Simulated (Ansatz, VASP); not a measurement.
# Two plane-wave programs on Ag

```
Ag
1.0
    -1.52320    1.52320    1.65565
     1.52320   -1.52320    1.65565
     1.52320    1.52320   -1.65565
Ag
1
Cartesian
  0.0000 0.0000 0.0000
```

Change from the starting cell: strain -0.080 along x and y, +0.000 along z, atoms carried along.

Alike in both runs: task single point; functional PBEsol; k mesh 20 × 20 × 20; occupations gaussian, width 0.15 eV; no spin polarisation.

|  | VASP | Ansatz |
| --- | --- | --- |
| version | VASP 6.6.1 | Ansatz 0.2.0 |
| potentials or method | VASP PAW PBE potentials, release 64 (Ag), cutoff 520 eV | scalar-relativistic, plane waves, PAW |
| valence electrons in the cell | 11 | 19 |

```csv
,VASP,Ansatz,Ansatz less VASP
gap on the k mesh at the Fermi level (eV),none,none,-
pressure (GPa),12.5,12.9,+0.38
"traceless stress, the component that is largest in VASP (GPa)",1.24,1.24,+0.006
```

VASP's potentials were made for PBE, not for PBEsol. A gap of «none» marks a metal or a gap that the smearing closes. The functional is the same, so the differences come from potentials, cutoffs and numerics. VASP's potentials hold 11 valence electrons a cell and Ansatz's 19, so a difference there can come from the potentials and not from the codes.
